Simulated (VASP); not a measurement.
# TiSi64 (a cell with a defect) in VASP: single point with PBEsol

Aim: the single point of TiSi64 (a cell with a defect) with PBEsol.

Program: VASP 6.6.1. These are calculated values, not measurements. Logs are shortened: lines on timing, memory, paths and dates and some standing lists are left out, and cuts for length are marked.

## Step 1: The cell of the first run

The cell holds a defect, 65 atoms: a = 10.866 Å, b = 10.866 Å, c = 10.866 Å, α = 90.00°, β = 90.00°, γ = 90.00°.

## Step 2: Single point, PBEsol, collinear spin

File INCAR:

```
ALGO     = Normal         # electronic algorithm
EDIFF    = 1E-6           # SCF threshold, eV
ENCUT    = 400            # plane-wave cutoff, eV
GGA      = PS             # functional
GGA_COMPAT= F            
ISIF     = 2              # what is computed and relaxed
ISMEAR   = -1             # smearing method
ISPIN    = 2              # spin polarisation
ISYM     = -1           
LASPH    = T              # aspherical terms in the spheres
LCHARG   = F              # write CHGCAR
LMAXMIX  = 4              # l up to which the mixer works
LORBIT   = 11             # projections on sites
LREAL    = Auto         
LWAVE    = F              # write WAVECAR
MAGMOM   = 0 0 0 0 0 0 0 0 0 0 0 0 0 0 0 0 0 0 0 0 0 0 0 0 0 0 0 0 0 0 0 0 0 0 0 0 0 0 0 0 0 0 0 0 0 0 0 0 0 0 0 0 0 0 0 0 0 0 0 0 0 0 0 0 1 # initial moments
NBANDS   = 176            # bands
NELECT   = 267.0        
NELM     = 200            # most SCF steps
NUPDOWN  = 1.0            # fixed moment
PREC     = Accurate       # precision mode
SIGMA    = 0.05           # smearing width, eV
```

File KPOINTS:

```
explicit points
1
Reciprocal
  0.25000000   0.25000000   0.25000000 1
```

File POSCAR:

```
TiSi64
1.0
   10.8655790000      0.0000000000      0.0000000000
    0.0000000000     10.8655790000      0.0000000000
    0.0000000000      0.0000000000     10.8655790000
Si Ti
64 1
Direct
    0.9999140000      0.9990820000      0.9996310000
    0.9974420000      0.9966420000      0.4968470000
    0.9971830000      0.4968290000      0.9969160000
    0.0025580000      0.4989550000      0.4995730000
    0.4971280000      0.9966380000      0.9971430000
    0.5010510000      0.9999780000      0.5007420000
    0.4999420000      0.4989770000      0.0021620000
    0.5040810000      0.5004720000      0.5038630000
    0.1246160000      0.1243700000      0.1243340000
    0.1180800000      0.1209060000      0.6266100000
    0.1169320000      0.6311900000      0.1168550000
    0.1256650000      0.6252970000      0.6253480000
    0.6266540000      0.1209290000      0.1179770000
    0.6262540000      0.1246790000      0.6259950000
    0.6256040000      0.6253090000      0.1253810000
    0.6272090000      0.6279450000      0.6269910000
    0.2499410000      0.2492010000      0.0005540000
    0.2484940000      0.2438320000      0.5094270000
    0.2510900000      0.7513770000      0.9978240000
    0.2498670000      0.7497860000      0.5007090000
    0.7510810000      0.2510780000      0.9988080000
    0.7514240000      0.2485120000      0.5016390000
    0.7496850000      0.7494060000      0.9996510000
    0.7509440000      0.7499890000      0.4982030000
    0.3723080000      0.3756830000      0.1271450000
    0.3744830000      0.3738740000      0.6327260000
    0.3751670000      0.8740390000      0.1259360000
    0.3754690000      0.8754610000      0.6248930000
    0.8750040000      0.3749150000      0.1261690000
    0.8757590000      0.3755750000      0.6246960000
    0.8735990000      0.8757610000      0.1245440000
    0.8744650000      0.8740080000      0.6254160000
    0.2489510000      0.9993650000      0.2486430000
    0.2503580000      0.0006600000      0.7487610000
    0.2431420000      0.5124080000      0.2424980000
    0.2493550000      0.5013940000      0.7509070000
    0.7490450000      0.0006950000      0.2500410000
    0.7502030000      0.9993590000      0.7499530000
    0.7512080000      0.5014240000      0.2490540000
    0.7499530000      0.4992060000      0.7496040000
    0.3749420000      0.1217880000      0.3748150000
    0.3751520000      0.1252630000      0.8744210000
    0.3733260000      0.6290470000      0.3730340000
    0.3758890000      0.6239740000      0.8760890000
    0.8746930000      0.1252840000      0.3749080000
    0.8752460000      0.1242270000      0.8750780000
    0.8762850000      0.6239600000      0.3757020000
    0.8742800000      0.6253880000      0.8739790000
    0.0008790000      0.2492340000      0.2497170000
    0.9989420000      0.2511270000      0.7509330000
    0.9979720000      0.7514460000      0.2509290000
    0.9999400000      0.7494490000      0.7494110000
    0.5095660000      0.2440030000      0.2483240000
    0.5019010000      0.2485020000      0.7511670000
    0.5009850000      0.7498050000      0.2496040000
    0.4983780000      0.7499960000      0.7507110000
    0.1276560000      0.3756250000      0.3719930000
    0.1264470000      0.3749490000      0.8747280000
    0.1262490000      0.8740530000      0.3748990000
    0.1248410000      0.8757460000      0.8733480000
    0.6330110000      0.3738520000      0.3741510000
    0.6250780000      0.3755750000      0.8754460000
    0.6252390000      0.8754610000      0.3751820000
    0.6257020000      0.8739700000      0.8741880000
    0.3749820000      0.3765820000      0.3749060000
```

Potentials or basis: VASP PAW PBE potentials, release 64 (Si, Ti_sv).

The run is started by

```console
$ cat potpaw_PBE.64/Si/POTCAR potpaw_PBE.64/Ti_sv/POTCAR > POTCAR
$ mpirun -np 1 vasp_std > vasp.out
```

OUTCAR:

```text
EDIFF = 1E-6
   ENCUT = 400
   GGA = PS
   ISIF = 2
   ISMEAR = -1
   ISPIN = 2
   ISYM = -1
   LASPH = T
   LORBIT = 11
   LREAL = Auto
   NELECT = 267.0
   NELM = 200
   NUPDOWN = 1.0
   PREC = Accurate

 ion  position               nearest neighbor table
   1  1.000  0.999  1.000-  46 2.35  60 2.35  31 2.35   9 2.35
   2  0.997  0.997  0.497-  45 2.34  59 2.34  32 2.35  10 2.35
   3  0.997  0.497  0.997-  58 2.34  29 2.34  48 2.35  11 2.35
   4  0.003  0.499  0.500-  47 2.35  12 2.35  30 2.35  57 2.36
   5  0.497  0.997  0.997-  42 2.34  27 2.34  64 2.35  13 2.35
   6  0.501  1.000  0.501-  41 2.35  28 2.35  63 2.35  14 2.35
   7  0.500  0.499  0.002-  44 2.35  15 2.35  62 2.35  25 2.36
   8  0.504  0.500  0.504-  16 2.34  65 2.40  26 2.42  61 2.42  43 2.45
   9  0.125  0.124  0.124-  33 2.34  17 2.35  49 2.35   1 2.35
  10  0.118  0.121  0.627-  18 2.33  50 2.35   2 2.35  34 2.35
  11  0.117  0.631  0.117-  35 2.33  51 2.35  19 2.35   3 2.35
  12  0.126  0.625  0.625-  36 2.34  20 2.34  52 2.35   4 2.35
  13  0.627  0.121  0.118-  53 2.33  21 2.35   5 2.35  37 2.35
  14  0.626  0.125  0.626-  38 2.34  54 2.34  22 2.34   6 2.35
  15  0.626  0.625  0.125-  39 2.34  55 2.34  23 2.35   7 2.35
  16  0.627  0.628  0.627-   8 2.34  40 2.35  24 2.35  56 2.35
  17  0.250  0.249  0.001-   9 2.35  58 2.35  42 2.35  25 2.36
[... 32 lines left out ...]
  50  0.999  0.251  0.751-  30 2.35  10 2.35  46 2.35  58 2.35
  51  0.998  0.751  0.251-  11 2.35  47 2.35  59 2.35  31 2.35
  52  1.000  0.749  0.749-  12 2.35  32 2.35  48 2.35  60 2.35
  53  0.510  0.244  0.248-  13 2.33  61 2.38  41 2.41  25 2.45  65 2.47
  54  0.502  0.249  0.751-  26 2.33  42 2.34  14 2.34  62 2.35
  55  0.501  0.750  0.250-  43 2.33  15 2.34  27 2.34  63 2.36
  56  0.498  0.750  0.751-  44 2.35  28 2.35  16 2.35  64 2.35
  57  0.128  0.376  0.372-  49 2.36   4 2.36  35 2.40  18 2.45  65 2.69
  58  0.126  0.375  0.875-  36 2.34   3 2.34  17 2.35  50 2.35
  59  0.126  0.874  0.375-   2 2.34  20 2.34  33 2.35  51 2.35
  60  0.125  0.876  0.873-   1 2.35  34 2.35  19 2.35  52 2.35
  61  0.633  0.374  0.374-  39 2.33  22 2.33  53 2.38   8 2.42  65 2.80
  62  0.625  0.376  0.875-  21 2.35  40 2.35  54 2.35   7 2.35
  63  0.625  0.875  0.375-  37 2.35  24 2.35   6 2.35  55 2.36
  64  0.626  0.874  0.874-  23 2.35  38 2.35   5 2.35  56 2.35
  65  0.375  0.377  0.375-   8 2.40  53 2.47  18 2.47  35 2.51  57 2.69  25 2.69  43 2.74  41 2.77
                            26 2.80  61 2.80

IMPORTANT INFORMATION: All symmetrisations will be switched off!
NOSYMM: (Re-)initialisation of all symmetry stuff for point group C_1.

----------------------------------------------------------------------------------------

                                     Primitive cell

  volume of cell :    1282.7990

  direct lattice vectors                    reciprocal lattice vectors
    10.865579000  0.000000000  0.000000000     0.092033752  0.000000000  0.000000000
[... 219 lines left out ...]

 val. band max:        6.1796497759   @ k =   0.2500   0.2500   0.2500
 cond. band min:       6.2893427329   @ k =   0.2500   0.2500   0.2500
 fundamental gap:      0.1096929570
 Fermi energy:         6.2266408421

 spin component 1

 k-point     1 :       0.2500    0.2500    0.2500
  band No.  band energies     occupation
      1     -50.4651      1.00000
      2     -27.0245      1.00000
      3     -26.9775      1.00000
      4     -26.8204      1.00000
      5      -5.9075      1.00000
      6      -5.3944      1.00000
[... 137 lines left out ...]
    144       7.4875      0.00000
    145       7.6503      0.00000
 Fermi energy:         6.2456335700

 spin component 2

 k-point     1 :       0.2500    0.2500    0.2500
  band No.  band energies     occupation
      1     -50.1278      1.00000
      2     -26.6939      1.00000
      3     -26.6048      1.00000
      4     -26.5070      1.00000
      5      -5.8937      1.00000
      6      -5.3785      1.00000
[... 137 lines left out ...]
    144       7.5112      0.00000
    145       7.6722      0.00000
 [bands above 145 left out]

------------------------ aborting loop because EDIFF is reached ----------------------------------------

  FORCE on cell =-STRESS in cart. coord.  units (eV):
  Direction    XX          YY          ZZ          XY          YZ          ZX
  --------------------------------------------------------------------------------------
  -------------------------------------------------------------------------------------
  Total       -6.0956963     -6.1672851     -6.0967176     -9.8839667     -9.8768626     -9.7878692
  in kB       -7.6133410     -7.7027533     -7.6146165    -12.3447765    -12.3359037    -12.2247537
  external PRESSURE =      -7.6435703 kB  Pullay stress =       0.0000000 kB

 VOLUME and BASIS-vectors are now :
 -----------------------------------------------------------------------------
  energy-cutoff  :      400.00
  volume of cell :     1282.80
      direct lattice vectors                 reciprocal lattice vectors
    10.865579000  0.000000000  0.000000000     0.092033752  0.000000000  0.000000000
     0.000000000 10.865579000  0.000000000     0.000000000  0.092033752  0.000000000
     0.000000000  0.000000000 10.865579000     0.000000000  0.000000000  0.092033752

 POSITION                                       TOTAL-FORCE (eV/Angst)
 -----------------------------------------------------------------------------------
     10.86464     10.85560     10.86157         0.001413      0.009794      0.001664
     10.83778     10.82909      5.39853         0.009772      0.018268     -0.002217
     10.83497      5.39833     10.83207         0.005623      0.005728      0.005858
      0.02779      5.42143      5.42815         0.014882     -0.010179     -0.010496
      5.40158     10.82905     10.83454        -0.003852      0.015929      0.010516
      5.44421     10.86534      5.44085         0.001242      0.012844      0.000612
[... 57 lines left out ...]
      6.79861      9.49619      9.49856         0.000340      0.000244      0.005552
      4.07440      4.09178      4.07357        -0.031953     -0.081350     -0.046486
 -----------------------------------------------------------------------------------
    total drift:                               -0.002269      0.000862     -0.003697

  FREE ENERGIE OF THE ION-ELECTRON SYSTEM (eV)
  ---------------------------------------------------
  free  energy   TOTEN  =      -381.4454673559 eV

  energy  without entropy=     -381.3300852867  energy(sigma->0) =     -381.38777632

 total charge

# of ion       s       p       d       tot
------------------------------------------
    1        0.752   0.936   0.000   1.688
    2        0.755   0.937   0.000   1.692
    3        0.755   0.937   0.000   1.692
    4        0.754   0.928   0.000   1.682
    5        0.755   0.937   0.000   1.692
    6        0.753   0.932   0.000   1.685
[... 57 lines left out ...]
   64        0.752   0.935   0.000   1.687
   65        2.170   6.136   2.172  10.478
--------------------------------------------------
tot         50.349  65.823   2.172 118.344

 magnetization (x)

# of ion       s       p       d       tot
------------------------------------------
    1       -0.000  -0.001   0.000  -0.001
    2        0.000  -0.000   0.000   0.000
    3        0.000  -0.000   0.000   0.000
    4       -0.000  -0.001   0.000  -0.001
    5        0.000  -0.000   0.000   0.000
    6       -0.000  -0.002   0.000  -0.002
[... 57 lines left out ...]
   64        0.001   0.001   0.000   0.002
   65        0.003   0.005   0.365   0.374
--------------------------------------------------
tot          0.029   0.085   0.365   0.479
```

Wall time 12 min (1 thread of Intel Xeon Platinum 8259CL at 2.50GHz (Skylake/Cascade Lake), shared host); peak memory 1.1 GiB.

What came out:

| Property | Result |
| --- | --- |
| Free energy | -381.4455 eV |
| Largest force | 0.149 eV/Å |
| Net moment | 1.00 μB per cell |
| Site moments | Si -0.00, +0.00, +0.01, +0.02 (each value once); Ti +0.37 μB |
| Valence electrons inside the program's atomic spheres | Si 1.69, 1.68, 1.66, 1.67 (each value once); Ti 10.48 |

Forces on the atoms (eV/Å):
```
Si   0.001  0.010  0.002
Si   0.010  0.018 -0.002
Si   0.006  0.006  0.006
Si   0.015 -0.010 -0.010
Si  -0.004  0.016  0.011
Si   0.001  0.013  0.001
Si  -0.011 -0.009  0.015
Si   0.064  0.114  0.053
Si  -0.015 -0.006 -0.012
Si   0.015 -0.024  0.008
Si   0.009 -0.032  0.005
Si  -0.018 -0.004 -0.010
Si   0.013 -0.024  0.014
Si  -0.019  0.003 -0.020
Si  -0.008 -0.004 -0.018
Si  -0.005  0.007 -0.004
Si  -0.009 -0.002  0.007
Si  -0.076  0.016 -0.031
Si  -0.012 -0.001 -0.006
Si  -0.009  0.004  0.016
Si  -0.010  0.003  0.003
Si   0.003 -0.013  0.014
Si  -0.003 -0.005  0.008
Si  -0.016 -0.007  0.001
Si   0.116  0.003 -0.095
Si   0.031  0.005 -0.086
Si   0.004  0.001 -0.007
Si   0.000 -0.003 -0.007
Si   0.012 -0.004 -0.006
Si   0.014  0.015 -0.001
Si   0.013  0.000 -0.001
Si   0.006 -0.001  0.003
Si  -0.005  0.013 -0.004
Si  -0.019 -0.003  0.001
Si   0.015 -0.035  0.028
Si  -0.022  0.008  0.005
Si   0.000 -0.002 -0.015
Si  -0.001  0.001 -0.003
Si   0.003  0.006 -0.022
Si  -0.002 -0.007 -0.002
Si   0.051  0.011  0.050
Si  -0.005  0.003  0.013
Si   0.049 -0.014  0.051
Si   0.013 -0.003  0.015
Si   0.014  0.002 -0.007
Si   0.007 -0.008  0.008
Si   0.018 -0.001  0.013
Si   0.002 -0.002  0.003
Si   0.006 -0.002 -0.010
Si   0.003  0.004 -0.010
Si  -0.007 -0.001 -0.010
Si   0.008 -0.007 -0.005
Si  -0.038  0.012 -0.082
Si   0.015 -0.011  0.005
Si   0.017  0.006 -0.010
Si   0.003 -0.007 -0.016
Si  -0.097  0.010  0.111
Si  -0.007 -0.006  0.013
Si  -0.007  0.002  0.003
Si   0.001 -0.001  0.014
Si  -0.087  0.015  0.042
Si  -0.005  0.015  0.014
Si  -0.010 -0.003 -0.002
Si   0.000  0.000  0.006
Ti  -0.032 -0.081 -0.046
```

Caveat: the cell carries a net charge on a neutralising background, which shifts energy and pressure; the cell is charged against a uniform background, so pressure and absolute levels hang on convention; the PAW data sets were made with another functional, which shifts forces and pressure a little; the total moment is fixed, so each spin has its own Fermi level and the state may be an excited one.
